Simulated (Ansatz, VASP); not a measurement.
# Ga2PN in VASP and in Ansatz

The input POSCAR:

```
Ga2PN
1.0
   -2.4949347794      2.4949347794      4.9077079625
    2.4949347794     -2.4949347794      4.9077079625
    2.4949347794      2.4949347794     -4.9077079625
N Ga P
2 4 2
Direct
    0.0000000000      0.0000000000      0.0000000000
    0.2500000000      0.7500000000      0.5000000000
    0.6250000000      0.6831978045      0.5581978045
    0.9331978045      0.3750000000      0.0581978045
    0.1250000000      0.0668021955      0.4418021955
    0.3168021955      0.8750000000     -0.0581978045
    0.5000000000      0.5000000000      0.0000000000
    0.7500000000      0.2500000000      0.5000000000
```

The input INCAR.step1:

```
SYSTEM = Ga2PN
  PREC = Accurate
  ENCUT = 520
  ISMEAR = 0
  SIGMA = 0.01
  LREAL = .False.
  LASPH = .True.
  NELM = 80
  NBANDS = 46
  GGA = PE
  ALGO = Normal
  EDIFF = 1E-4
  LWAVE = .True.
  LCHARG = .False.
```

Contents of INCAR.step2:

```
SYSTEM = Ga2PN
  PREC = Accurate
  ENCUT = 520
  EDIFF = 1E-6
  ISMEAR = 0
  SIGMA = 0.01
  LREAL = .False.
  LASPH = .True.
  NELM = 80
  ALGO = Normal
  ISIF = 2
  LWAVE = .False.
  LCHARG = .True.
  METAGGA = R2SCAN
  LMIXTAU = .True.
  LELF = .True.
  LVHAR = .True.
  NBANDS = 46
  ISTART = 1
```

File KPOINTS:

```
regular mesh
0
Gamma
  8 8 8
  0 0 0
```

Input for Ansatz:

```yaml
crystal:
  lattice:
    - [-2.4949347794, 2.4949347794, 4.9077079625]
    - [2.4949347794, -2.4949347794, 4.9077079625]
    - [2.4949347794, 2.4949347794, -4.9077079625]
  atoms:
    - { symbol: "N", position: [0.0, 0.0, 0.0] }
    - { symbol: Ga, position: [0.625, 0.6831978045, 0.5581978045] }
    - { symbol: "N", position: [0.25, 0.75, 0.5] }
    - { symbol: Ga, position: [0.9331978045, 0.375, 0.0581978045] }
    - { symbol: P, position: [0.5, 0.5, 0.0] }
    - { symbol: Ga, position: [0.125, 0.0668021955, 0.4418021955] }
    - { symbol: P, position: [0.75, 0.25, 0.5] }
    - { symbol: Ga, position: [0.3168021955, 0.875, -0.0581978045] }
kpoints:
  mp_grid: { grid: [8, 8, 8] }
  band_path:
    path:
      - [0.0, 0.0, 0.0]
      - [0.0, 0.0, 0.5]
      - [0.25, 0.25, 0.25]
      - [0.0, 0.5, 0.0]
      - [0.5, 0.5, -0.5]
      - [0.3146101842, 0.6853898158, -0.3146101842]
      - [-0.3146101842, 0.3146101842, 0.3146101842]
      - [-0.1292203685, 0.1292203685, 0.5]
      - [0.5, 0.5, -0.1292203685]
    npoints: 1
hamiltonian:
  xc: r2scan
scf:
  occupations: { method: fixed }
  n_extra_bands: 6
output:
  forces: true
  stress: true
  eigenvalues: true
```

Alike in both runs: task single point; functional r2SCAN; k mesh 8 × 8 × 8; no spin polarisation.

```csv
,VASP,Ansatz
version,VASP 6.6.1,Ansatz 0.2.0
potentials or method,"VASP PAW PBE potentials, release 64 (N, Ga_d, P)","plane waves, PAW"
plane-wave cutoff (eV),520,500
occupations,"gaussian, width 0.01 eV",fixed
valence electrons in the cell,72,72
```

|  | VASP | Ansatz | Ansatz less VASP |
| --- | --- | --- | --- |
| gap on the k mesh at the Fermi level (eV) | 1.75 | 1.77 | +0.015 |
| pressure (GPa) | 0.3 | 0.0 | -0.33 |
| rms of the force components (eV/Å) | 0.021 | 0.000 | -0.0202 |

VASP's potentials were made for PBE, not for r2SCAN.
